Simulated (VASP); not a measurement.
# Ge (P-3m1) in VASP: notebook, part 2 of 2

VASP 6.6.1. The steps go on from the part before.

### Step 3. Single point, PBE

This run uses another cell than the first one, of 24.10 Å³/atom, 1.020 times its volume.

Input file INCAR:

```
SYSTEM = Ge
  PREC = Accurate
  ENCUT = 520
  EDIFF = 1E-6
  ISMEAR = -1
  SIGMA = 0.05
  LREAL = .FALSE.
  LASPH = .TRUE.
  NELM = 100
  ALGO = Normal
  ISIF = 2
  LWAVE = .FALSE.
  LCHARG = .FALSE.
  GGA = PE
  NBANDS = 21
```

Input file KPOINTS:

```
regular mesh
0
G
  8 8 8
  0 0 0
```

Input file POSCAR:

```
Ge
1.0
    4.0904100000      0.0000000000      0.0000000000
   -2.0452000000      3.5424000000      0.0000000000
    0.0000000000      0.0000000000      3.3265800000
Ge
2
Direct
    0.6666700000      0.3333300000      0.1408600000
    0.3333300000      0.6666700000      0.8591400000
```

Potentials or basis: VASP PAW PBE potentials, release 64 (Ge_d).

The run is started by

```console
$ cat potpaw_PBE.64/Ge_d/POTCAR > POTCAR
$ mpirun -np 1 vasp_std > vasp.out
```

Wall time 90 s (1 thread of Intel Xeon Platinum 8375C at 2.90GHz (Ice Lake), shared host); peak memory 0.24 GiB.

The run converged. Its results:

| Quantity | Value |
| --- | --- |
| Free energy | -8.4255 eV |
| Pressure | -1.6 GPa |
| Largest force | 0.003 eV/Å |
| Band gap on the k mesh | zero (band 14 reaches 6.69 eV, above the bottom of band 15 at 1.87 eV) |

Forces on the atoms (eV/Å):
```
Ge   0.000  0.000  0.003
Ge   0.000  0.000 -0.003
```

Stress tensor (GPa, compression positive):
```
-0.30  0.00  0.00
 0.00 -0.30  0.00
 0.00  0.00 -4.19
```

Levels at points of the mesh, in eV from the Fermi level:
| k point | band 11 | band 12 | band 13 | band 14 | band 15 | band 16 | band 17 | band 18 |
| --- | --- | --- | --- | --- | --- | --- | --- | --- |
| (0.00, 0.00, 0.00) | -11.91 | -2.56 | -1.04 | -1.04 | 2.38 | 2.99 | 2.99 | 3.27 |
| (0.50, 0.00, 0.00) | -9.95 | -8.13 | -2.56 | -0.32 | 3.37 | 3.79 | 7.04 | 8.05 |
| (0.50, 0.50, 0.00) | -9.95 | -8.13 | -2.56 | -0.32 | 3.37 | 3.79 | 7.04 | 8.05 |
| (0.00, 0.00, 0.50) | -10.09 | -6.29 | 0.42 | 0.42 | 0.84 | 2.77 | 3.87 | 3.87 |
| (0.50, 0.00, 0.50) | -8.21 | -6.56 | -3.76 | -2.12 | -0.94 | 2.38 | 3.85 | 4.85 |
| (0.50, 0.50, 0.50) | -8.21 | -6.56 | -3.76 | -2.12 | -0.94 | 2.38 | 3.85 | 4.85 |

### Step 4. Single point, PBE

This run uses another cell than the first one, of 24.58 Å³/atom, 1.041 times its volume.

Input file INCAR:

```
SYSTEM = Ge
PREC     = Accurate       ! precision mode
ENCUT    = 520            ! plane-wave cutoff, eV
EDIFF    = 1E-6           ! SCF threshold, eV
ISMEAR   = -1             ! smearing method
SIGMA    = 0.05           ! smearing width, eV
LREAL    = .False.        ! projectors in reciprocal space
LASPH    = .True.         ! aspherical terms in the spheres
NELM     = 60             ! most SCF steps
ALGO     = Normal         ! electronic algorithm
ISIF     = 2              ! what is computed and relaxed
LWAVE    = .False.        ! write WAVECAR
LCHARG   = .False.        ! write CHGCAR
GGA      = PE             ! functional
NBANDS   = 21             ! bands
```

Input file KPOINTS:

```
Automatic mesh
0
Gamma
  8 8 8
  0 0 0
```

Input file POSCAR:

```
Ge
1.0
    4.1174995974      0.0000000000      0.0000000000
   -2.0587447656      3.5658602863      0.0000000000
    0.0000000000      0.0000000000      3.3486109732
Ge
2
Direct
    0.6666700000      0.3333300000      0.1408600000
    0.3333300000      0.6666700000      0.8591400000
```

The run is started by

```console
$ cat potpaw_PBE.64/Ge_d/POTCAR > POTCAR
$ mpirun -np 1 vasp_std > vasp.out
```

Wall time 80 s (1 thread of Intel Xeon Platinum 8375C at 2.90GHz (Ice Lake), shared host); peak memory 0.25 GiB.

The run converged. Its results:

| Property | Result |
| --- | --- |
| Free energy | -8.4135 eV |
| Pressure | -2.5 GPa |
| Largest force | 0.059 eV/Å |
| Band gap on the k mesh | zero (band 14 reaches 6.45 eV, above the bottom of band 15 at 1.75 eV) |

Forces in eV/Å, atoms in the order of the input:
```
Ge   0.000  0.000 -0.059
Ge   0.000  0.000  0.059
```

Stress tensor (GPa, compression positive):
```
-1.31  0.00  0.00
 0.00 -1.31  0.00
 0.00  0.00 -4.77
```

Levels at points of the mesh, in eV from the Fermi level:
| k point | band 12 | band 13 | band 14 | band 15 | band 16 | band 17 |
| --- | --- | --- | --- | --- | --- | --- |
| (0.00, 0.00, 0.00) | -2.67 | -1.01 | -1.01 | 2.37 | 2.99 | 2.99 |
| (0.50, 0.00, 0.00) | -8.05 | -2.50 | -0.32 | 3.32 | 3.75 | 6.92 |
| (0.50, 0.50, 0.00) | -8.05 | -2.50 | -0.32 | 3.32 | 3.75 | 6.92 |
| (0.00, 0.00, 0.50) | -6.21 | 0.42 | 0.42 | 0.72 | 2.72 | 3.83 |
| (0.50, 0.00, 0.50) | -6.54 | -3.67 | -2.06 | -0.92 | 2.36 | 3.84 |
| (0.50, 0.50, 0.50) | -6.54 | -3.67 | -2.06 | -0.92 | 2.36 | 3.84 |

### Step 5. Single point, PBE

This run uses another cell than the first one, of 25.06 Å³/atom, 1.061 times its volume.

Input file INCAR:

```
ALGO = Normal
EDIFF = 1E-6
ENCUT = 520
GGA = PE
ISIF = 2
ISMEAR = -1
LASPH = True
LCHARG = False
LREAL = False
LWAVE = False
NBANDS = 21
NELM = 100
PREC = Accurate
SIGMA = 0.05
```

Input file KPOINTS:

```
k-points
0
Gamma
  8 8 8
```

Input file POSCAR:

```
Ge
1.0
    4.1442373570      0.0000000000      0.0000000000
   -2.0721136127      3.5890158721      0.0000000000
    0.0000000000      0.0000000000      3.3703558096
Ge
2
Direct
    0.6666700000      0.3333300000      0.1408600000
    0.3333300000      0.6666700000      0.8591400000
```

The run is started by

```console
$ cat potpaw_PBE.64/Ge_d/POTCAR > POTCAR
$ mpirun -np 1 vasp_std > vasp.out
```

Wall time 83 s (1 thread of Intel Xeon Platinum 8375C at 2.90GHz (Ice Lake), shared host); peak memory 0.25 GiB.

It converged, with:

* Free energy: -8.3966 eV
* Pressure: -3.2 GPa
* Largest force: 0.119 eV/Å
* Band gap on the k mesh: zero (band 14 reaches 6.21 eV, above the bottom of band 15 at 1.65 eV)

Forces in eV/Å, atoms in the order of the input:
```
Ge   0.000  0.000 -0.119
Ge   0.000  0.000  0.119
```

Stress tensor (GPa, compression positive):
```
-2.21  0.00  0.00
 0.00 -2.21  0.00
 0.00  0.00 -5.28
```

Levels at points of the mesh, in eV from the Fermi level:
| k point | band 12 | band 13 | band 14 | band 15 | band 16 | band 17 |
| --- | --- | --- | --- | --- | --- | --- |
| (0.00, 0.00, 0.00) | -2.77 | -0.98 | -0.98 | 2.35 | 2.99 | 2.99 |
| (0.50, 0.00, 0.00) | -7.97 | -2.43 | -0.32 | 3.26 | 3.70 | 6.80 |
| (0.50, 0.50, 0.00) | -7.97 | -2.43 | -0.32 | 3.26 | 3.70 | 6.80 |
| (0.00, 0.00, 0.50) | -6.13 | 0.41 | 0.41 | 0.61 | 2.67 | 3.80 |
| (0.50, 0.00, 0.50) | -6.51 | -3.58 | -2.00 | -0.89 | 2.34 | 3.83 |
| (0.50, 0.50, 0.50) | -6.51 | -3.58 | -2.00 | -0.89 | 2.33 | 3.83 |

### Step 6. Single point, PBE

This run uses another cell than the first one, of 25.55 Å³/atom, 1.082 times its volume.

Input file INCAR:

```
SYSTEM = Ge
ALGO = Normal
EDIFF = 1E-6
ENCUT = 520
GGA = PE
ISIF = 2
ISMEAR = -1
LASPH = .TRUE.
LCHARG = .FALSE.
LREAL = .FALSE.
LWAVE = .FALSE.
NBANDS = 21
NELM = 100
PREC = Accurate
SIGMA = 0.05
```

Input file KPOINTS:

```
k-points
0
G
  8 8 8
  0 0 0
```

Input file POSCAR:

```
Ge
1.0
    4.1706344850      0.0000000000      0.0000000000
   -2.0853121444      3.6118764621      0.0000000000
    0.0000000000      0.0000000000      3.3918236228
Ge
2
Direct
    0.6666700000      0.3333300000      0.1408600000
    0.3333300000      0.6666700000      0.8591400000
```

Potentials or basis: VASP PAW PBE potentials, release 64 (Ge_d).

The run is started by

```console
$ cat potpaw_PBE.64/Ge_d/POTCAR > POTCAR
$ mpirun -np 1 vasp_std > vasp.out
```

Wall time 85 s (1 thread of Intel Xeon Platinum 8375C at 2.90GHz (Ice Lake), shared host); peak memory 0.25 GiB.

Results (log left out):

| Quantity | Value |
| --- | --- |
| Free energy | -8.3753 eV |
| Pressure | -3.9 GPa |
| Largest force | 0.175 eV/Å |
| Band gap on the k mesh | zero (band 14 reaches 5.98 eV, above the bottom of band 15 at 1.54 eV) |

Forces on the atoms (eV/Å):
```
Ge   0.000  0.000 -0.175
Ge   0.000  0.000  0.175
```

Stress tensor (GPa, compression positive):
```
-2.99  0.00  0.00
 0.00 -2.99  0.00
 0.00  0.00 -5.74
```

Levels at points of the mesh, in eV from the Fermi level:
| k point | band 10 | band 11 | band 12 | band 13 | band 14 | band 15 | band 16 | band 17 | band 18 | band 19 |
| --- | --- | --- | --- | --- | --- | --- | --- | --- | --- | --- |
| (0.00, 0.00, 0.00) | -24.35 | -11.50 | -2.86 | -0.95 | -0.95 | 2.33 | 2.98 | 2.98 | 3.22 | 6.73 |
| (0.50, 0.00, 0.00) | -24.32 | -9.66 | -7.89 | -2.37 | -0.31 | 3.22 | 3.66 | 6.68 | 7.66 | 8.10 |
| (0.50, 0.50, 0.00) | -24.32 | -9.66 | -7.89 | -2.37 | -0.31 | 3.22 | 3.66 | 6.68 | 7.66 | 8.10 |
| (0.00, 0.00, 0.50) | -24.34 | -9.82 | -6.05 | 0.41 | 0.41 | 0.51 | 2.62 | 3.77 | 3.77 | 7.50 |
| (0.50, 0.00, 0.50) | -24.32 | -8.06 | -6.49 | -3.49 | -1.93 | -0.86 | 2.31 | 3.82 | 4.82 | 10.72 |
| (0.50, 0.50, 0.50) | -24.32 | -8.06 | -6.49 | -3.49 | -1.93 | -0.86 | 2.31 | 3.82 | 4.82 | 10.72 |

### Step 7. Overview

| cell | gap on the mesh (eV) | pressure (GPa) | largest force (eV/Å) |
| --- | --- | --- | --- |
| a = 4.063, b = 4.063, c = 3.304 Å, angles 90.0, 90.0, 120.0°, 2 atoms | none | -0.6 | 0.07 |
| a = 4.090, b = 4.090, c = 3.327 Å, angles 90.0, 90.0, 120.0°, 2 atoms | none | -1.6 | - |
| a = 4.117, b = 4.117, c = 3.349 Å, angles 90.0, 90.0, 120.0°, 2 atoms | none | -2.5 | 0.06 |
| a = 4.144, b = 4.144, c = 3.370 Å, angles 90.0, 90.0, 120.0°, 2 atoms | none | -3.2 | 0.12 |
| a = 4.171, b = 4.171, c = 3.392 Å, angles 90.0, 90.0, 120.0°, 2 atoms | none | -3.9 | 0.17 |

Alike in all rows: task single point; level PBE; potentials or basis VASP PAW PBE potentials, release 64 (Ge_d); no spin polarisation; k mesh 8 × 8 × 8; cutoff (eV) 520; smearing fermi-dirac 0.05 eV.

Absolute energies hang on the potentials; compare differences alone.
